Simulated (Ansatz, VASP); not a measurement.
## One calculation of TiHSe2, two programs

```
Ti Se H
1.0
     3.58787    0.00000    0.00000
    -1.79394    3.10719    0.00000
     0.00000    0.00000    5.41318
Ti Se H
1 2 1
Direct
  0.00000 0.00000 0.00000
  0.33333 0.66667 0.27798
  0.66667 0.33333 0.72202
  0.00000 0.00000 0.50000
```

Alike in both runs: functional PBE; dispersion D3(BJ); k mesh 12 × 12 × 8; occupations gaussian, width 0.1 eV; no spin polarisation.

Ansatz relaxed the structure, and its values are those at the end. VASP's run is a single point on that final structure, the one shown.

|  | VASP | Ansatz |
| --- | --- | --- |
| version | VASP 6.6.1 | Ansatz 0.2.0 |
| potentials or method | VASP PAW PBE potentials, release 64 (Ti_sv, Se, H), cutoff 500 eV | scalar-relativistic, plane waves, PAW |
| valence electrons in the cell | 25 | 45 |

```tsv
	VASP	Ansatz	Ansatz less VASP
gap on the k mesh at the Fermi level (eV)	none	none	-
pressure (GPa)	0.1	0.0	-0.10
rms of the force components (eV/Å)	0.006	0.000	-0.0063
```

A gap of «none» marks a metal or a gap that the smearing closes. VASP's potentials hold 25 valence electrons a cell and Ansatz's 45, so a difference there can come from the potentials and not from the codes.
